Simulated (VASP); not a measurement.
Runs of VASP 6.6.1 on GaSb (zincblende type). The structure is that of space group F-43m (No. 216), or close to it. The cells are those of the table. 

```csv
task,cell,cutoff (eV),gap on the mesh (eV),pressure (GPa)
single point,"a = 4.233 Å, angles 60.0°, 2 atoms",520,0.47,3.8
single point,"a = 3.541 Å, angles 60.0°, 2 atoms",520,none,121.2
single point,"a = 4.321 Å, angles 60.0°, 2 atoms",520,-,0.1
single point,"a = 3.873 Å, angles 60.0°, 2 atoms",520,0.13,36.8
single point,"a = 4.012 Å, angles 60.0°, 2 atoms",520,(c),(b)
relaxation of cell and atoms,"relaxed from a = 4.394 Å, angles 60.0°, 2 atoms",600,-,0.0
single point,"a = 3.724 Å, angles 60.0°, 2 atoms",520,none,(a)
```

Alike in all rows: level PBEsol; potentials or basis VASP PAW PBE potentials, release 64 (Ga_d, Sb); no spin polarisation; k mesh 11 × 11 × 11; smearing fermi-dirac 0.05 eV.

Question: Estimate the missing entries.

Answer: (a) 65.0; (b) 19.7; (c) 0.40.

Caveats: the PAW data sets were made with another functional, which shifts forces and pressure a little; spin-orbit coupling is left out, which moves the levels of the heavy elements; the cell stands under pressure (at least some runs); an odd mesh through Γ misses points on the zone boundary, where band edges can lie (at least some runs); semilocal functionals underestimate gaps, so a narrow gap can read as zero (at least some runs).

A k mesh can miss the band edges, and the runs leave out spin-orbit coupling on Ga, Sb.

A gap of «none» marks levels without a gap at the run's occupations.
